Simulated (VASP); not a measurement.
# Ru in VASP: single point with r2SCAN

Aim: the single point of Ru with r2SCAN.

All numbers are computed with VASP 6.6.1; they aren't measurements. Logs are shortened: lines on timing, memory, paths and dates and some standing lists are left out, and cuts for length are marked.

## Step 1: The cell of the first run

The cell holds a slab with vacuum, 4 atoms: a = 2.703 Å, b = 4.264 Å, c = 19.121 Å, α = 90.00°, β = 90.00°, γ = 90.00°.

## Step 2: Single point, r2SCAN

The input, POSCAR:

```
Ru
1.0
    2.7028907935      0.0000000000      0.0000000000
    0.0000000000      4.2643690372      0.0000000000
    0.0000000000      0.0000000000     19.1210000000
Ru
4
Direct
    0.0000000000      0.7500000000      0.4183873892
    0.5000000000      0.2500000000      0.4591936949
    0.5000000000      0.7500000000      0.5408063051
    0.0000000000      0.2500000000      0.5816126108
```

The input, INCAR.step1:

```
PREC     = Accurate       # precision mode
ENCUT    = 520            # plane-wave cutoff, eV
ISMEAR   = -1             # smearing method
SIGMA    = 0.05           # smearing width, eV
LREAL    = False          # projectors in reciprocal space
LASPH    = True           # aspherical terms in the spheres
NELM     = 100            # most SCF steps
LDIPOL   = True         
IDIPOL   = 3            
DIPOL    = 0.5 0.5 0.500
NBANDS   = 36             # bands
GGA      = PE             # functional
ALGO     = Normal         # electronic algorithm
EDIFF    = 1E-4           # SCF threshold, eV
LWAVE    = True           # write WAVECAR
LCHARG   = False          # write CHGCAR
```

The input, INCAR.step2:

```
PREC     = Accurate       # precision mode
ENCUT    = 520            # plane-wave cutoff, eV
EDIFF    = 1E-6           # SCF threshold, eV
ISMEAR   = -1             # smearing method
SIGMA    = 0.05           # smearing width, eV
LREAL    = False          # projectors in reciprocal space
LASPH    = True           # aspherical terms in the spheres
NELM     = 100            # most SCF steps
ALGO     = Normal         # electronic algorithm
ISIF     = 2              # what is computed and relaxed
LWAVE    = False          # write WAVECAR
LCHARG   = False          # write CHGCAR
LDIPOL   = True         
IDIPOL   = 3            
DIPOL    = 0.5 0.5 0.500
METAGGA  = R2SCAN         # meta-GGA
LMIXTAU  = True         
NBANDS   = 36             # bands
ISTART   = 1
```

The input, KPOINTS:

```
Automatic mesh
0
Gamma
  12 8 1
```

Potentials or basis: VASP PAW PBE potentials, release 64 (Ru_pv).

On the command line:

```sh
$ cat potpaw_PBE.64/Ru_pv/POTCAR > POTCAR
$ cp INCAR.step1 INCAR
$ mpirun -np 1 vasp_std > vasp.out
$ cp INCAR.step2 INCAR
$ mpirun -np 1 vasp_std > vasp.out
```

OUTCAR:

```text
PREC = Accurate
   ENCUT = 520
   EDIFF = 1E-6
   ISMEAR = -1
   LREAL = False
   LASPH = True
   NELM = 100
   ISIF = 2
   METAGGA = R2SCAN
   ISTART = 1

 ion  position               nearest neighbor table
   1  0.000  0.750  0.418-   2 2.64   2 2.64   2 2.64   2 2.64   3 2.70   3 2.70
   2  0.500  0.250  0.459-   3 2.64   3 2.64   1 2.64   1 2.64   1 2.64   1 2.64   4 2.70   4 2.70

   3  0.500  0.750  0.541-   2 2.64   2 2.64   4 2.64   4 2.64   4 2.64   4 2.64   1 2.70   1 2.70

   4  0.000  0.250  0.582-   3 2.64   3 2.64   3 2.64   3 2.64   2 2.70   2 2.70

  LATTYP: Found a simple orthorhombic cell.
 ALAT       =     2.7028907935
 B/A-ratio  =     1.5777067455
 C/A-ratio  =     7.0742776756

  Lattice vectors:

 A1 = (   2.7028907935,   0.0000000000,   0.0000000000)
 A2 = (   0.0000000000,   4.2643690372,   0.0000000000)
 A3 = (   0.0000000000,   0.0000000000,  19.1210000000)

Analysis of symmetry for initial positions (statically):
=====================================================================
 Subroutine PRICEL returns:
 Original cell was already a primitive cell.

 Routine SETGRP: Setting up the symmetry group for a
 simple orthorhombic supercell.

 Subroutine GETGRP returns: Found  8 space group operations
 (whereof  4 operations were pure point group operations)
 out of a pool of  8 trial point group operations.

The static configuration has the point symmetry C_2h.
 The point group associated with its full space group is D_2h.

Analysis of symmetry for dynamics (positions and initial velocities):
=====================================================================
 Subroutine PRICEL returns:
 Original cell was already a primitive cell.

 Routine SETGRP: Setting up the symmetry group for a
 simple orthorhombic supercell.

 Subroutine GETGRP returns: Found  8 space group operations
 (whereof  4 operations were pure point group operations)
 out of a pool of  8 trial point group operations.

The dynamic configuration has the point symmetry C_2h.
 The point group associated with its full space group is D_2h.

 Subroutine INISYM returns: Found  8 space group operations
 (whereof  4 operations are pure point group operations),
 and found     1 'primitive' translations

----------------------------------------------------------------------------------------

                                     Primitive cell

  volume of cell :     220.3910

  direct lattice vectors                    reciprocal lattice vectors
     2.702890793  0.000000000  0.000000000     0.369974252  0.000000000  0.000000000
     0.000000000  4.264369037  0.000000000     0.000000000  0.234501281  0.000000000
     0.000000000  0.000000000 19.121000000     0.000000000  0.000000000  0.052298520

  length of vectors
     2.702890793  4.264369037 19.121000000     0.369974252  0.234501281  0.052298520

  position of ions in fractional coordinates (direct lattice)
     0.000000000  0.750000000  0.418387389
     0.500000000  0.250000000  0.459193695
     0.500000000  0.750000000  0.540806305
     0.000000000  0.250000000  0.581612611

  ion indices of the primitive-cell ions
   primitive index   ion index
                 1           1
                 2           2
                 3           3
                 4           4

----------------------------------------------------------------------------------------

 KPOINTS: Automatic mesh

Automatic generation of k-mesh.
 Grid dimensions read from file:
 generate k-points for:   12    8    1

 Generating k-lattice:

  Cartesian coordinates                     Fractional coordinates (reciprocal lattice)
     0.030831188  0.000000000  0.000000000     0.083333333  0.000000000  0.000000000
     0.000000000  0.029312660  0.000000000     0.000000000  0.125000000  0.000000000
     0.000000000  0.000000000  0.052298520     0.000000000  0.000000000  1.000000000

  Length of vectors
     0.030831188  0.029312660  0.052298520

  Shift w.r.t. Gamma in fractional coordinates (k-lattice)
     0.000000000  0.000000000  0.000000000

 Subroutine IBZKPT returns following result:
 ===========================================

 Found     35 irreducible k-points:

 Following reciprocal coordinates:
            Coordinates               Weight
  0.000000  0.000000  0.000000      1.000000
  0.083333  0.000000  0.000000      2.000000
  0.166667  0.000000  0.000000      2.000000
  0.250000  0.000000  0.000000      2.000000
  0.333333  0.000000  0.000000      2.000000
  0.416667  0.000000  0.000000      2.000000
[... 16 lines left out ...]
  0.083333  0.375000  0.000000      4.000000
  0.166667  0.375000  0.000000      4.000000
 [... further k-points ...]
   k-points           NKPTS =     35   k-points in BZ     NKDIM =     35   number of bands    NBANDS=     36
   number of dos      NEDOS =    301   number of ions     NIONS =      4
   total plane-waves  NPLWV =  92160
   dimension x,y,z NGX =    20 NGY =   32 NGZ =  144
   dimension x,y,z NGXF=    40 NGYF=   64 NGZF=  288
   ions per type =               4
   NGX,Y,Z   is equivalent  to a cutoff of  12.30, 12.48, 12.52 a.u.
   NGXF,Y,Z  is equivalent  to a cutoff of  24.60, 24.95, 25.04 a.u.
 SYSTEM =  unknown system
   PREC   = accura    normal or accurate (medium, high low for compatibility)
   ISTART =      1    job   : 0-new  1-cont  2-samecut
   ICHARG =      0    charge: 1-file 2-atom 10-const
   ISPIN  =      1    spin polarized calculation?
   LNONCOLLINEAR =      F non collinear calculations
   LSORBIT =      F    spin-orbit coupling
   LASPH  =      T    aspherical Exc in radial PAW
   ENCUT  =  520.0 eV  38.22 Ry    6.18 a.u.   5.03  7.93 35.55*2*pi/ulx,y,z
   NELM   =    100;   NELMIN=  2; NELMDL=  0     # of ELM steps
   EDIFF  = 0.1E-05   stopping-criterion for ELM
   LREAL  =      F    real-space projection
   EDIFFG = 0.1E-04   stopping-criterion for IOM
   NSW    =      0    number of steps for IOM
   IBRION =     -1    ionic relax: 0-MD 1-quasi-New 2-CG
   NFREE  =      0    steps in history (QN), initial steepest desc. (CG)
   ISIF   =      2    stress and relaxation
   ISYM   =      2    0-nonsym 1-usesym 2-fastsym
   POTIM  = 0.5000    time-step for ionic-motion
   TEBEG  =    0.0;   TEEND  =   0.0 temperature during run
   PSTRESS=    0.0 pullay stress
   NELECT =      56.0000    total number of electrons
   NUPDOWN=      -1.0000    fix difference up-down
   EMIN   =  10.00;   EMAX   =-10.00  energy-range for DOS
   EFERMI =   0.00;   METHOD = LEGACY
   ISMEAR =    -1;   SIGMA  =   0.05  broadening in eV -4-tet -1-fermi 0-gaus
   EFERMI_NEDOS =   21; number of points for ismear=-14 and -15
   IALGO  =     38    algorithm
   IMIX   =      4    mixing-type and parameters
     AMIX     =   0.40;   BMIX     =  1.00
     AMIX_MAG =   1.60;   BMIX_MAG =  1.00
  volume/ion in A,a.u.               =      55.10       371.82
  Fermi-wavevector in a.u.,A,eV,Ry     =   1.036906  1.959469 14.628642  1.075175
  Thomas-Fermi vector in A             =   2.171319
   LORBIT       =      0    0 simple, 1 ext, 2 COOP (PROOUT), +10 PAW based schemes
   METAGGA = R2SCAN    functional components
   LHFCALC =     F    Hartree Fock is set to
   AEXX    =    0.0000 exact exchange contribution
   IVDW    =     0    specifies the selected vdW correction
   LEPSILON=     F    determine dielectric tensor
   LRPA    =     F    only Hartree local field effects (RPA)
 non-spin polarized calculation
  energy-cutoff  :      520.00
  volume of cell :      220.39
 maximum number of plane-waves:      6012
   NGX = 11   NGY = 15   NGZ = 71

 number of electron      56.0000017 magnetization

 dipolmoment           0.000000      0.000000      0.000000 electrons x Angstroem

 Free energy of the ion-electron system (eV)
  ---------------------------------------------------
  ext. energy  EPLUGINS =         0.00000000
  ---------------------------------------------------
  free energy    TOTEN  =       -97.17233648 eV

  energy without entropy =      -97.11923236  energy(sigma->0) =      -97.14578442

 E-fermi :  -0.4872     XC(G=0):  -4.8120

 val. band max:       -0.5112187527   @ k =   0.5000   0.1250   0.0000
 cond. band min:      -0.4869098560   @ k =   0.4167   0.3750   0.0000
 fundamental gap:      0.0243088968
 Fermi energy:        -0.4872001242

 k-point     1 :       0.0000    0.0000    0.0000
  band No.  band energies     occupation
      1     -45.3462      2.00000
      2     -45.0039      2.00000
      3     -44.9823      2.00000
      4     -44.8196      2.00000
      5     -44.6459      2.00000
      6     -44.5330      2.00000
[... 28 lines left out ...]
     35       1.5803      0.00000
     36       3.0771      0.00000

 k-point     2 :       0.0833    0.0000    0.0000
  band No.  band energies     occupation
      1     -45.3300      2.00000
      2     -44.9877      2.00000
      3     -44.9752      2.00000
      4     -44.8158      2.00000
      5     -44.6898      2.00000
      6     -44.5682      2.00000
[... 28 lines left out ...]
     35       1.6016      0.00000
     36       3.9728      0.00000

 k-point     3 :       0.1667    0.0000    0.0000
  band No.  band energies     occupation
      1     -45.2841      2.00000
      2     -44.9594      2.00000
      3     -44.9410      2.00000
      4     -44.8115      2.00000
      5     -44.7938      2.00000
      6     -44.6625      2.00000
[... 28 lines left out ...]
     35       2.4557      0.00000
     36       4.8086      0.00000
[... 742 lines left out ...]
 k-point    23 :       0.0833    0.3750    0.0000
  band No.  band energies     occupation
      1     -45.1704      2.00000
      2     -45.1556      2.00000
      3     -44.8528      2.00000
      4     -44.6702      2.00000
      5     -44.6568      2.00000
      6     -44.5872      2.00000
[... 28 lines left out ...]
     35       1.2986      0.00000
     36       2.5960      0.00000

 k-point    24 :       0.1667    0.3750    0.0000
  band No.  band energies     occupation
      1     -45.1681      2.00000
      2     -45.1341      2.00000
      3     -44.8508      2.00000
      4     -44.8083      2.00000
      5     -44.6864      2.00000
      6     -44.6630      2.00000
[... 28 lines left out ...]
     35       2.1359      0.00000
     36       3.6423      0.00000

 [... further k-points ...]

------------------------ aborting loop because EDIFF is reached ----------------------------------------

 vacuum level on the upper side and lower side of the slab       (xc-potential included)        -0.037        -0.037

  FORCE on cell =-STRESS in cart. coord.  units (eV):
  Direction    XX          YY          ZZ          XY          YZ          ZX
  --------------------------------------------------------------------------------------
  -------------------------------------------------------------------------------------
  Total       -7.2479589     -6.9044131     -4.4896024      0.0000000      0.0000000      0.0000000
  in kB      -52.6905125    -50.1930360    -32.6380788      0.0000000      0.0000000      0.0000000
  external PRESSURE =     -45.1738758 kB  Pullay stress =       0.0000000 kB

 VOLUME and BASIS-vectors are now :
 -----------------------------------------------------------------------------
  energy-cutoff  :      520.00
  volume of cell :      220.39
      direct lattice vectors                 reciprocal lattice vectors
     2.702890793  0.000000000  0.000000000     0.369974252  0.000000000  0.000000000
     0.000000000  4.264369037  0.000000000     0.000000000  0.234501281  0.000000000
     0.000000000  0.000000000 19.121000000     0.000000000  0.000000000  0.052298520

 POSITION                                       TOTAL-FORCE (eV/Angst)
 -----------------------------------------------------------------------------------
      0.00000      3.19828      7.99999        -0.000000     -0.000000      1.366486
      1.35145      1.06609      8.78024        -0.000000      0.000000      0.114230
      1.35145      3.19828     10.34076         0.000000     -0.000000     -0.114230
      0.00000      1.06609     11.12101        -0.000000      0.000000     -1.366486
 -----------------------------------------------------------------------------------
    total drift:                               -0.000000      0.000000      0.000000

  FREE ENERGIE OF THE ION-ELECTRON SYSTEM (eV)
  ---------------------------------------------------
  free  energy   TOTEN  =       -97.1723364821 eV

  energy  without entropy=      -97.1192323567  energy(sigma->0) =      -97.14578442

 vacuum level on the upper side and lower side of the slab         4.356         4.356
```

Wall time 7.5 min (1 thread of Intel Xeon 6975P-C (Granite Rapids), shared host); peak memory 0.45 GiB.

Results:

```yaml
Free_energy: -97.1723 eV
Largest_force: 1.366 eV/Å
Band_gap_on_the_k_mesh: zero (band 28 reaches -0.14 eV, above the bottom of band 29 at -1.40 eV)
```

Forces on the atoms (eV/Å):
```
Ru   0.000  0.000  1.366
Ru   0.000  0.000  0.114
Ru   0.000  0.000 -0.114
Ru   0.000  0.000 -1.366
```

Caveat: the PAW data sets were made with another functional, which shifts forces and pressure a little.
